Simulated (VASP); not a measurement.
Li, 2 atoms in the cell. The structure is hexagonal, space group P6_3/mmc (No. 194). The conventional cell has a = 2.913 Å, b = 2.913 Å, c = 4.750 Å, α = 90.00°, β = 90.00°, γ = 120.00°. Li (site symmetry -6m2) has 12 Li at 2.91 Å within 3.8 Å.  This cell differs from its parent crystal: volume scaled by 0.92.

```yaml
Program: VASP 6.6.1
Task: density of states
Functional: LDA
Potentials_or_basis: VASP PAW LDA potentials, release 64 (Li_sv)
Cutoff: 520 eV
k_mesh: 14 × 14 × 8
Occupations: fermi-dirac, width 0.05 eV
Spin: no spin polarisation
Dipole_correction: no
k_mesh_for_the_DOS: 21 × 21 × 12
Occupations_for_the_DOS: tetrahedron
Further_INCAR_settings: ALGO = Normal; EDIFF = 1e-06; NBANDS = 10
```

Potentials or basis: VASP PAW LDA potentials, release 64 (Li_sv).

Command:

```sh
$ cat potpaw_LDA.64/Li_sv/POTCAR > POTCAR
$ cp INCAR.step1 INCAR
$ cp KPOINTS.step1 KPOINTS
$ mpirun -np 1 vasp_std > vasp.out
$ cp INCAR.step2 INCAR
$ cp KPOINTS.step2 KPOINTS
$ mpirun -np 1 vasp_std > vasp.out
```

Hardware: 1 thread of Intel(R) Xeon(R) 6975P-C (Granite Rapids) (shared host).

Question: Estimate the wall time of this run.

Answer: It took 28 s on 1 thread of Intel(R) Xeon(R) 6975P-C (Granite Rapids), with other jobs on the host, peak memory 0.2 GiB. Counts: k points 336.
